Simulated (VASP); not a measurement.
Write the native input for VASP 6.6.1 that does the following.

| Item | Value |
| --- | --- |
| Task | single point |
| Functional | LDA |
| Potentials or basis | VASP PAW LDA potentials, release 64 (Cd, Se) |
| Cutoff | 520 eV |
| k mesh | 11 × 11 × 11 |
| Occupations | fermi-dirac, width 0.05 eV |
| Spin | no spin polarisation |
| Dipole correction | no |
| Further INCAR settings | ALGO = Normal; EDIFF = 1e-06; NBANDS = 16 |

The structure of CdSe (zincblende type) lies in POSCAR:

```
CdSe
1.0
    0.0000000000      2.9430465398      2.9430465398
    2.9430465398      0.0000000000      2.9430465398
    2.9430465398      2.9430465398      0.0000000000
Cd Se
1 1
Direct
    0.0000000000      0.0000000000      0.0000000000
    0.2500000000      0.2500000000      0.2500000000
```

This cell differs from its parent crystal: volume scaled by 0.94.

One way to write it, as run:

INCAR

```
SYSTEM = CdSe
PREC     = Accurate       ! precision mode
ENCUT    = 520            ! plane-wave cutoff, eV
EDIFF    = 1E-6           ! SCF threshold, eV
ISMEAR   = -1             ! smearing method
SIGMA    = 0.05           ! smearing width, eV
LREAL    = .False.        ! projectors in reciprocal space
LASPH    = .True.         ! aspherical terms in the spheres
NELM     = 80             ! most SCF steps
ALGO     = Normal         ! electronic algorithm
ISIF     = 2              ! what is computed and relaxed
LWAVE    = .False.        ! write WAVECAR
LCHARG   = .False.        ! write CHGCAR
NBANDS   = 16             ! bands
```

KPOINTS

```
Automatic mesh
0
Gamma
  11 11 11
  0 0 0
```

Potentials or basis: VASP PAW LDA potentials, release 64 (Cd, Se).

The run is started by

```console
$ cat potpaw_LDA.64/Cd/POTCAR potpaw_LDA.64/Se/POTCAR > POTCAR
$ mpirun -np 1 vasp_std > vasp.out
```

Results of the run:

```yaml
Pressure: 4.7 GPa
Band_gap_on_the_k_mesh: 0.56 eV, direct
```

It took 14 s on 1 thread of Intel(R) Xeon(R) 6975P-C (Granite Rapids), on a shared host, peak memory 0.18 GiB.
